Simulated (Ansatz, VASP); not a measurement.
## One calculation of HfC, two programs

```xyz
2
Lattice="0.0000 2.3171 2.3171 2.3171 0.0000 2.3171 2.3171 2.3171 0.0000" Properties=species:S:1:pos:R:3 pbc="T T T"
Hf    0.0000    0.0000    0.0000
C     2.3171    2.3171    2.3171
```

Alike in both runs: task single point; functional PBE; k mesh 13 × 13 × 13; occupations fermi-dirac, width 0.05 eV; no spin polarisation.

|  | VASP | Ansatz |
| --- | --- | --- |
| version | VASP 6.6.1 | Ansatz 0.2.0 |
| potentials or method | VASP PAW PBE potentials, release 64 (Hf_pv, C), cutoff 520 eV | all-electron LAPW, scalar-relativistic |

|  | VASP | Ansatz | Ansatz less VASP |
| --- | --- | --- | --- |
| pressure (GPa) | 2.0 | 2.7 | +0.69 |

Ansatz ran all-electron here, and VASP with PAW potentials.

Spin-orbit coupling is off throughout.
